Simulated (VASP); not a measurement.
A run of VASP 6.6.1 is set up as follows.

Contents of INCAR:

```
SYSTEM = AlIn2N3
PREC = Accurate
ENCUT = 520
EDIFF = 1E-6
ISMEAR = 0
SIGMA = 0.02
LREAL = .False.
LASPH = .True.
NELM = 80
ALGO = Normal
ISIF = 2
LWAVE = .False.
LCHARG = .False.
GGA = PS
NBANDS = 56
```

KPOINTS

```
Automatic mesh
0
Gamma
  6 6 6
  0 0 0
```

POSCAR

```
AlIn2N3
1.0
    5.0546547722     -2.9080530235      0.0000000000
    5.0546547722      2.9080530235      0.0000000000
    0.0000000000      0.0000000000      5.3980085157
Al In N
2 4 6
Direct
    0.3404409391      0.6595590609      0.9892276905
    0.6595590609      0.3404409391      0.4892276905
    0.9878943480      0.3359159256      0.9870656128
    0.6640840744      0.0121056520      0.9870656128
    0.0121056520      0.6640840744      0.4870656128
    0.3359159256      0.9878943480      0.4870656128
    0.9708295673      0.3324597793      0.3851655105
    0.6675402207      0.0291704327      0.3851655105
    0.0291704327      0.6675402207      0.8851655105
    0.3324597793      0.9708295673      0.8851655105
    0.3675738404      0.6324261596      0.3383100631
    0.6324261596      0.3675738404      0.8383100631
```

Potentials or basis: VASP PAW PBE potentials, release 64 (Al, In_d, N).

Command:

```console
$ cat potpaw_PBE.64/Al/POTCAR potpaw_PBE.64/In_d/POTCAR potpaw_PBE.64/N/POTCAR > POTCAR
$ mpirun -np 1 vasp_std > vasp.out
```

Question: What does it give for the pressure?

Answer: 4.1 GPa.

Question: Estimate the largest force.

Answer: 0.025 eV/Å.

Question: What does it give for the band gap on the k mesh?

Answer: 1.06 eV.

Forces on the atoms (eV/Å):
```
Al   0.000  0.000  0.005
Al   0.000  0.000  0.005
In   0.001 -0.001 -0.004
In  -0.001 -0.001 -0.004
In  -0.001  0.001 -0.004
In   0.001  0.001 -0.004
N   -0.016  0.010  0.011
N    0.016  0.010  0.011
N    0.016 -0.010  0.011
N   -0.016 -0.010  0.011
N    0.000 -0.018 -0.018
N    0.000  0.018 -0.018
```

Caveat: the cell stands under pressure; the PAW data sets were made with another functional, which shifts forces and pressure a little; spin-orbit coupling is left out, which moves the levels of the heavy elements.
